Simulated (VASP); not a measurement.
Write the native input for VASP 6.6.1 that does the following.

```yaml
Task: relaxation of cell and atoms
Functional: PBE
Potentials_or_basis: VASP PAW PBE potentials, release 64 (Sb)
Cutoff: 600 eV
k_mesh: 18 × 18 × 18
Occupations: gaussian, width 0.1 eV
Spin: no spin polarisation
Dipole_correction: no
Further_INCAR_settings: ALGO = Normal; EDIFF = 1e-07; IBRION = 2; EDIFFG = -0.01; NSW = 100; ISIF = 3
```

The structure of Sb lies in POSCAR:

```
Sb
1.0
    2.1890282297     -2.2118352615      0.0000000000
    2.1890282297      2.2118352615      0.0000000000
    0.0000000000      0.0000000000      3.1018362741
Sb
1
Direct
    0.5000000000      0.5000000000      0.5000000000
```

These files were run (other wordings do the same):

INCAR

```
  PREC = Accurate
  ENCUT = 600
  EDIFF = 1E-7
  ISMEAR = 0
  SIGMA = 0.1
  LREAL = False
  LASPH = True
  NELM = 60
  ALGO = Normal
  ISIF = 3
  LWAVE = False
  LCHARG = False
  GGA = PE
  IBRION = 2
  NSW = 100
  EDIFFG = -0.01
```

KPOINTS

```
Automatic mesh
0
Gamma
  18 18 18
```

Potentials or basis: VASP PAW PBE potentials, release 64 (Sb).

The run is started by

```console
$ cat potpaw_PBE.64/Sb/POTCAR > POTCAR
$ mpirun -np 1 vasp_std > vasp.out
```

It gave:

```yaml
Relaxed_volume: 30.03 Å³/atom
Relaxed_cell: a = 3.108 Å, b = 3.108 Å, c = 3.109 Å, α = 90.00°, β = 90.00°, γ = 90.02°
Space_group_after_relaxing_to_0.1_Å: Pm-3m (No. 221)
Energy_gained_by_relaxing: 0.2 meV/atom
Ionic_steps: 5
Pressure_after_relaxing: 0.0 GPa
Band_gap_on_the_k_mesh: zero (an odd number of electrons rules out a gap without spin polarisation)
```

Caveat: spin-orbit coupling is left out, which moves the levels of the heavy elements.

Run time: 8.5 min on 1 thread of Oxide Virtual Turin-like Processor, on a shared host, peak memory 0.33 GiB.
